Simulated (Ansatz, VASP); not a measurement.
**Two plane-wave programs on SiC**

The input INCAR:

```
SYSTEM = SiC
  ALGO = Normal
  EDIFF = 1E-6
  ENCUT = 520
  GGA = CA
  ISIF = 2
  ISMEAR = 0
  LASPH = .TRUE.
  LCHARG = .TRUE.
  LELF = .TRUE.
  LREAL = .FALSE.
  LVHAR = .TRUE.
  LWAVE = .FALSE.
  NBANDS = 11
  NELM = 80
  PREC = Accurate
  SIGMA = 0.05
```

The input KPOINTS:

```
k-points
0
G
  14 14 14
  0 0 0
```

Contents of POSCAR:

```
SiC
1.0
    0.0000000000      2.1740000000      2.1740000000
    2.1740000000      0.0000000000      2.1740000000
    2.1740000000      2.1740000000      0.0000000000
Si C
1 1
Direct
    0.0813140273      0.0000000000      0.0000000000
    0.7500000000      0.7500000000      0.7500000000
```

Input for Ansatz:

```yaml
crystal:
  lattice:
    - [0.0, 2.174, 2.174]
    - [2.174, 0.0, 2.174]
    - [2.174, 2.174, 0.0]
  atoms:
    - { symbol: Si, position: [0.0813140273, 0.0, 0.0] }
    - { symbol: C, position: [0.75, 0.75, 0.75] }
basis:
  ecutwfc: 420
kpoints:
  mp_grid: { grid: [14, 14, 14] }
hamiltonian:
  xc: lda
scf:
  occupations: { method: gaussian, width: 0.05 }
output:
  forces: true
  stress: true
  eigenvalues: true
```

Change from the starting cell: all Si atoms moved -0.250 Å, as atom 1 towards its neighbour atom 1 (Si) at 3.075 Å.

Alike in both runs: task single point; functional LDA; k mesh 14 × 14 × 14; occupations gaussian, width 0.05 eV; no spin polarisation.

|  | VASP | Ansatz |
| --- | --- | --- |
| version | VASP 6.6.1 | Ansatz 0.2.0 |
| potentials or method | VASP PAW LDA potentials, release 64 (Si, C), cutoff 520 eV | scalar-relativistic, plane waves, PAW |
| valence electrons in the cell | 8 | 8 |

Ansatz gave:

| Item | Value |
| --- | --- |
| gap on the k mesh at the Fermi level (eV) | 0.18 |
| least direct gap on the mesh (eV) | 3.97 |
| pressure (GPa) | 4.9 |
| traceless stress, the component that is largest in VASP (GPa) | -12.84 |
| rms of the force components (eV/Å) | 3.160 |

Q: What did VASP give for the same quantities?

A: gap on the k mesh at the Fermi level (eV): 0.17; least direct gap on the mesh (eV): 3.96; pressure (GPa): 5.2; traceless stress, the component that is largest in VASP (GPa): -12.94; rms of the force components (eV/Å): 3.162.

LDA's correlation is that of Perdew and Zunger in VASP and of Perdew and Wang (1992) in Ansatz. Atom by atom the forces differ by 0.004 eV/Å (rms over components).
